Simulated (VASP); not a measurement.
# SiC (F-43m) in VASP: a series of runs

Runs on SiC. Level: r2SCAN. Tasks: single point.

Program: VASP 6.6.1. These are calculated values, not measurements. Logs are shortened: lines on timing, memory, paths and dates and some standing lists are left out, and cuts for length are marked.

### 1 The cell of the first run

Symmetry: F-43m, No. 216, cubic system. Conventional cell: a = 4.298 Å, b = 4.298 Å, c = 4.298 Å, α = 90.00°, β = 90.00°, γ = 90.00°. Within 2.5 Å of Si (site symmetry -43m) lie 4 C at 1.86 Å. C (site symmetry -43m) has 4 Si at 1.86 Å within 2.5 Å.

### 2 Single point, r2SCAN

File POSCAR:

```
SiC
1.0
    2.1488174878      2.1488174878      0.0000000000
   -2.1488174878      2.1488174878      0.0000000000
    0.0000000000      2.1488174878      2.1488174878
Si C
1 1
Direct
    0.0000000000      0.0000000000      0.0000000000
    0.7500000000      0.2500000000      0.5000000000
```

File INCAR.step1:

```
SYSTEM = SiC
  PREC = Accurate
  ENCUT = 520
  ISMEAR = 0
  SIGMA = 0.01
  LREAL = .FALSE.
  LASPH = .TRUE.
  NELM = 80
  NBANDS = 11
  GGA = PE
  ALGO = Normal
  EDIFF = 1E-4
  LWAVE = .TRUE.
  LCHARG = .FALSE.
```

File INCAR.step2:

```
SYSTEM = SiC
  PREC = Accurate
  ENCUT = 520
  EDIFF = 1E-6
  ISMEAR = 0
  SIGMA = 0.01
  LREAL = .FALSE.
  LASPH = .TRUE.
  NELM = 80
  ALGO = Normal
  ISIF = 2
  LWAVE = .FALSE.
  LCHARG = .FALSE.
  METAGGA = R2SCAN
  LMIXTAU = .TRUE.
  NBANDS = 11
  ISTART = 1
```

File KPOINTS:

```
regular mesh
0
G
  10 10 10
  0 0 0
```

Potentials or basis: VASP PAW PBE potentials, release 64 (Si, C).

Command:

```console
cat potpaw_PBE.64/Si/POTCAR potpaw_PBE.64/C/POTCAR > POTCAR
cp INCAR.step1 INCAR
mpirun -np 1 vasp_std > vasp.out
cp INCAR.step2 INCAR
mpirun -np 1 vasp_std > vasp.out
```

OUTCAR:

```text
SYSTEM = SiC
   PREC = Accurate
   ENCUT = 520
   EDIFF = 1E-6
   ISMEAR = 0
   LREAL = .FALSE.
   LASPH = .TRUE.
   NELM = 80
   ISIF = 2
   METAGGA = R2SCAN
   ISTART = 1

 ion  position               nearest neighbor table
   1  0.000  0.000  0.000-   2 1.86   2 1.86   2 1.86   2 1.86
   2  0.750  0.250  0.500-   1 1.86   1 1.86   1 1.86   1 1.86

  LATTYP: Found a face centered cubic cell.
 ALAT       =     4.2976349756

  Lattice vectors:

 A1 = (   0.0000000000,   2.1488174878,   2.1488174878)
 A2 = (   2.1488174878,   0.0000000000,   2.1488174878)
 A3 = (   2.1488174878,   2.1488174878,   0.0000000000)

Analysis of symmetry for initial positions (statically):
=====================================================================
 Subroutine PRICEL returns:
 Original cell was already a primitive cell.

 Routine SETGRP: Setting up the symmetry group for a
 face centered cubic supercell.

 Subroutine GETGRP returns: Found 24 space group operations
 (whereof 24 operations were pure point group operations)
 out of a pool of 48 trial point group operations.

The static configuration has the point symmetry T_d .

Analysis of symmetry for dynamics (positions and initial velocities):
=====================================================================
 Subroutine PRICEL returns:
 Original cell was already a primitive cell.

 Routine SETGRP: Setting up the symmetry group for a
 face centered cubic supercell.

 Subroutine GETGRP returns: Found 24 space group operations
 (whereof 24 operations were pure point group operations)
 out of a pool of 48 trial point group operations.

The dynamic configuration has the point symmetry T_d .

 Subroutine INISYM returns: Found 24 space group operations
 (whereof 24 operations are pure point group operations),
 and found     1 'primitive' translations

----------------------------------------------------------------------------------------

                                     Primitive cell

  volume of cell :      19.8440

  direct lattice vectors                    reciprocal lattice vectors
     2.148817488  2.148817488  0.000000000     0.232686118  0.232686118 -0.232686118
    -2.148817488  2.148817488  0.000000000    -0.232686118  0.232686118 -0.232686118
     0.000000000  2.148817488  2.148817488     0.000000000  0.000000000  0.465372236

  length of vectors
     3.038886834  3.038886834  3.038886834     0.403024179  0.403024179  0.465372236

  position of ions in fractional coordinates (direct lattice)
     0.000000000  0.000000000  0.000000000
     0.750000000  0.250000000  0.500000000

  ion indices of the primitive-cell ions
   primitive index   ion index
                 1           1
                 2           2

----------------------------------------------------------------------------------------

 KPOINTS: regular mesh

Automatic generation of k-mesh.
 Grid dimensions read from file:
 generate k-points for:   10   10   10

 Generating k-lattice:

  Cartesian coordinates                     Fractional coordinates (reciprocal lattice)
     0.023268612  0.023268612 -0.023268612     0.100000000  0.000000000  0.000000000
    -0.023268612  0.023268612 -0.023268612     0.000000000  0.100000000  0.000000000
     0.000000000  0.000000000  0.046537224     0.000000000  0.000000000  0.100000000

  Length of vectors
     0.040302418  0.040302418  0.046537224

  Shift w.r.t. Gamma in fractional coordinates (k-lattice)
     0.000000000  0.000000000  0.000000000

 Subroutine IBZKPT returns following result:
 ===========================================

 Found     47 irreducible k-points:

 Following reciprocal coordinates:
            Coordinates               Weight
  0.000000  0.000000  0.000000      1.000000
  0.100000  0.000000  0.000000      8.000000
  0.200000  0.000000  0.000000      8.000000
  0.300000  0.000000  0.000000      8.000000
  0.400000  0.000000  0.000000      8.000000
  0.500000  0.000000  0.000000      4.000000
[... 16 lines left out ...]
  0.300000  0.300000  0.000000     12.000000
  0.400000  0.300000  0.000000     24.000000
 [... further k-points ...]
   k-points           NKPTS =     47   k-points in BZ     NKDIM =     47   number of bands    NBANDS=     11
   number of dos      NEDOS =    301   number of ions     NIONS =      2
   total plane-waves  NPLWV =  13824
   dimension x,y,z NGX =    24 NGY =   24 NGZ =   24
   dimension x,y,z NGXF=    48 NGYF=   48 NGZF=   48
   ions per type =               1   1
   NGX,Y,Z   is equivalent  to a cutoff of  13.13, 13.13, 13.13 a.u.
   NGXF,Y,Z  is equivalent  to a cutoff of  26.26, 26.26, 26.26 a.u.
 SYSTEM =  SiC
   PREC   = accura    normal or accurate (medium, high low for compatibility)
   ISTART =      1    job   : 0-new  1-cont  2-samecut
   ICHARG =      0    charge: 1-file 2-atom 10-const
   ISPIN  =      1    spin polarized calculation?
   LNONCOLLINEAR =      F non collinear calculations
   LSORBIT =      F    spin-orbit coupling
   LASPH  =      T    aspherical Exc in radial PAW
   ENCUT  =  520.0 eV  38.22 Ry    6.18 a.u.   5.65  5.65  5.65*2*pi/ulx,y,z
   NELM   =     80;   NELMIN=  2; NELMDL=  0     # of ELM steps
   EDIFF  = 0.1E-05   stopping-criterion for ELM
   LREAL  =      F    real-space projection
   EDIFFG = 0.1E-04   stopping-criterion for IOM
   NSW    =      0    number of steps for IOM
   IBRION =     -1    ionic relax: 0-MD 1-quasi-New 2-CG
   NFREE  =      0    steps in history (QN), initial steepest desc. (CG)
   ISIF   =      2    stress and relaxation
   ISYM   =      2    0-nonsym 1-usesym 2-fastsym
   POTIM  = 0.5000    time-step for ionic-motion
   TEBEG  =    0.0;   TEEND  =   0.0 temperature during run
   PSTRESS=    0.0 pullay stress
   NELECT =       8.0000    total number of electrons
   NUPDOWN=      -1.0000    fix difference up-down
   EMIN   =  10.00;   EMAX   =-10.00  energy-range for DOS
   EFERMI =   0.00;   METHOD = LEGACY
   ISMEAR =     0;   SIGMA  =   0.01  broadening in eV -4-tet -1-fermi 0-gaus
   EFERMI_NEDOS =   21; number of points for ismear=-14 and -15
   IALGO  =     38    algorithm
   IMIX   =      4    mixing-type and parameters
     AMIX     =   0.40;   BMIX     =  1.00
     AMIX_MAG =   1.60;   BMIX_MAG =  1.00
  volume/ion in A,a.u.               =       9.92        66.96
  Fermi-wavevector in a.u.,A,eV,Ry     =   1.209378  2.285393 19.899806  1.462594
  Thomas-Fermi vector in A             =   2.344957
   LORBIT       =      0    0 simple, 1 ext, 2 COOP (PROOUT), +10 PAW based schemes
   METAGGA = R2SCAN    functional components
   LHFCALC =     F    Hartree Fock is set to
   AEXX    =    0.0000 exact exchange contribution
   IVDW    =     0    specifies the selected vdW correction
   LEPSILON=     F    determine dielectric tensor
   LRPA    =     F    only Hartree local field effects (RPA)
 non-spin polarized calculation
 Gauss-broadening in eV      SIGMA  =   0.01
  energy-cutoff  :      520.00
  volume of cell :       19.84
 maximum number of plane-waves:       548
   NGX = 11   NGY = 11   NGZ = 11

 number of electron       7.9999999 magnetization

 Free energy of the ion-electron system (eV)
  ---------------------------------------------------
  ext. energy  EPLUGINS =         0.00000000
  ---------------------------------------------------
  free energy    TOTEN  =       -19.30281244 eV

  energy without entropy =      -19.30281244  energy(sigma->0) =      -19.30281244

 E-fermi :   8.5981     XC(G=0): -12.1230

 val. band max:        8.4559434165   @ k =   0.0000   0.0000   0.0000
 cond. band min:      10.1529805939   @ k =   0.5000   0.5000   0.0000
 fundamental gap:      1.6970371773
 Fermi energy:         8.5980995196

 k-point     1 :       0.0000    0.0000    0.0000
  band No.  band energies     occupation
      1      -8.0603      2.00000
      2       8.4559      2.00000
      3       8.4559      2.00000
      4       8.4559      2.00000
      5      15.8193      0.00000
      6      16.6240      0.00000
      7      16.6240      0.00000
      8      16.6240      0.00000
      9      23.9262      0.00000
     10      23.9262      0.00000
     11      26.9185      0.00000

 k-point     2 :       0.1000    0.0000    0.0000
  band No.  band energies     occupation
      1      -7.8512      2.00000
      2       7.4015      2.00000
      3       8.3153      2.00000
      4       8.3153      2.00000
      5      15.9931      0.00000
      6      16.8891      0.00000
      7      16.8891      0.00000
      8      17.0426      0.00000
      9      22.9550      0.00000
     10      22.9550      0.00000
     11      26.2320      0.00000

 k-point     3 :       0.2000    0.0000    0.0000
  band No.  band energies     occupation
      1      -7.2334      2.00000
      2       5.1530      2.00000
      3       7.9912      2.00000
      4       7.9912      2.00000
      5      15.6353      0.00000
      6      17.2581      0.00000
      7      17.2581      0.00000
      8      18.4244      0.00000
      9      22.2830      0.00000
     10      22.2830      0.00000
     11      25.2758      0.00000

 k-point     4 :       0.3000    0.0000    0.0000
  band No.  band energies     occupation
      1      -6.2474      2.00000
      2       2.6859      2.00000
      3       7.6559      2.00000
      4       7.6559      2.00000
      5      15.2203      0.00000
      6      17.0407      0.00000
      7      17.0407      0.00000
      8      19.4377      0.00000
      9      23.2628      0.00000
     10      23.2628      0.00000
     11      25.1002      0.00000
[... 239 lines left out ...]
 k-point    22 :      -0.2000    0.2000    0.0000
  band No.  band energies     occupation
      1      -6.9567      2.00000
      2       5.9667      2.00000
      3       6.9118      2.00000
      4       6.9118      2.00000
      5      14.1516      0.00000
      6      16.4224      0.00000
      7      19.1856      0.00000
      8      19.1856      0.00000
      9      20.4524      0.00000
     10      25.2046      0.00000
     11      29.4033      0.00000

 k-point    23 :       0.3000    0.3000    0.0000
  band No.  band energies     occupation
      1      -3.7425      2.00000
      2       1.3552      2.00000
      3       2.8649      2.00000
      4       6.5536      2.00000
      5      13.5262      0.00000
      6      18.9540      0.00000
      7      19.4737      0.00000
      8      20.6309      0.00000
      9      23.0388      0.00000
     10      23.6700      0.00000
     11      31.2923      0.00000

 k-point    24 :       0.4000    0.3000    0.0000
  band No.  band energies     occupation
      1      -3.0881      2.00000
      2       0.7393      2.00000
      3       2.8923      2.00000
      4       5.9896      2.00000
      5      12.6101      0.00000
      6      18.1657      0.00000
      7      20.4527      0.00000
      8      21.2543      0.00000
      9      23.1987      0.00000
     10      25.2139      0.00000
     11      31.8823      0.00000

 [... further k-points ...]
[... 5 lines left out ...]
  --------------------------------------------------------------------------------------
  -------------------------------------------------------------------------------------
  Total        1.2115855      1.2115855      1.2115855     -0.0000000      0.0000000      0.0000000
  in kB       97.8218966     97.8218966     97.8218966     -0.0000000      0.0000000      0.0000000
  external PRESSURE =      97.8218966 kB  Pullay stress =       0.0000000 kB

 VOLUME and BASIS-vectors are now :
 -----------------------------------------------------------------------------
  energy-cutoff  :      520.00
  volume of cell :       19.84
      direct lattice vectors                 reciprocal lattice vectors
     2.148817488  2.148817488  0.000000000     0.232686118  0.232686118 -0.232686118
    -2.148817488  2.148817488  0.000000000    -0.232686118  0.232686118 -0.232686118
     0.000000000  2.148817488  2.148817488     0.000000000  0.000000000  0.465372236

 POSITION                                       TOTAL-FORCE (eV/Angst)
 -----------------------------------------------------------------------------------
      0.00000      0.00000      0.00000        -0.000000      0.000000     -0.000000
      1.07441      3.22323      1.07441         0.000000     -0.000000      0.000000
 -----------------------------------------------------------------------------------
    total drift:                                0.000001      0.000000     -0.000000

  FREE ENERGIE OF THE ION-ELECTRON SYSTEM (eV)
  ---------------------------------------------------
  free  energy   TOTEN  =       -19.3028124388 eV

  energy  without entropy=      -19.3028124388  energy(sigma->0) =      -19.30281244
```

Run time: 45 s. Hardware: 1 thread of Intel Xeon 8259CL, shared host; peak memory 0.14 GiB.

Results:

```
Free energy            : -19.3028 eV
Pressure               : 9.8 GPa
Band gap on the k mesh : 1.70 eV (least direct gap 5.11 eV)
```

Levels at points of the mesh, in eV from the valence-band top:
```csv
k point,band 1,band 2,band 3,band 4,band 5,band 6,band 7,band 8,band 9
"(0.00, 0.00, 0.00)",-16.52,0.00,0.00,0.00,7.36,8.17,8.17,8.17,15.47
"(0.50, 0.00, 0.00)",-12.73,-9.05,-1.11,-1.11,6.40,7.94,7.94,11.21,17.98
"(0.50, 0.50, 0.00)",-11.23,-8.19,-3.41,-3.41,1.70,4.99,15.66,15.66,16.61
```

Caveat: the cell stands under pressure; the PAW data sets were made with another functional, which shifts forces and pressure a little. A k mesh can miss the band edges.

### 3 Single point, r2SCAN

POSCAR is that of step 2.

File INCAR.step1:

```
PREC = Accurate
ENCUT = 520
ISMEAR = 0
SIGMA = 0.01
LREAL = False
LASPH = True
NELM = 100
NBANDS = 11
GGA = PE
ALGO = Normal
EDIFF = 1E-4
LWAVE = True
LCHARG = False
```

File INCAR.step2:

```
PREC = Accurate
ENCUT = 520
EDIFF = 1E-7
ISMEAR = 0
SIGMA = 0.01
LREAL = False
LASPH = True
NELM = 100
ALGO = Normal
ISIF = 2
LWAVE = False
LCHARG = True
METAGGA = R2SCAN
LMIXTAU = True
LELF = True
LVHAR = True
NBANDS = 11
ISTART = 1
```

File KPOINTS:

```
Automatic mesh
0
Gamma
  10 10 10
```

Potentials or basis: VASP PAW PBE potentials, release 64 (Si, C).

Command:

```console
cat potpaw_PBE.64/Si/POTCAR potpaw_PBE.64/C/POTCAR > POTCAR
cp INCAR.step1 INCAR
mpirun -np 1 vasp_std > vasp.out
cp INCAR.step2 INCAR
mpirun -np 1 vasp_std > vasp.out
```

Run time: 53 s. Hardware: 1 thread of Intel Xeon 8259CL, shared host; peak memory 0.14 GiB.

Results (log left out):

```
Free energy            : -19.3028 eV
Pressure               : 9.8 GPa
Band gap on the k mesh : 1.70 eV (least direct gap 5.11 eV)
```

Levels at points of the mesh, in eV from the valence-band top:
```
           k point  band 1  band 2  band 3  band 4  band 5  band 6  band 7  band 8  band 9
(0.00, 0.00, 0.00)  -16.52    0.00    0.00    0.00    7.36    8.17    8.17    8.17   15.47
(0.50, 0.00, 0.00)  -12.73   -9.05   -1.11   -1.11    6.40    7.94    7.94   11.21   17.98
(0.50, 0.50, 0.00)  -11.23   -8.19   -3.41   -3.41    1.70    4.99   15.66   15.66   16.61
```

Caveat: the cell stands under pressure; the PAW data sets were made with another functional, which shifts forces and pressure a little. r2SCAN opens gaps a little over a GGA but as a rule still falls short of measured ones.
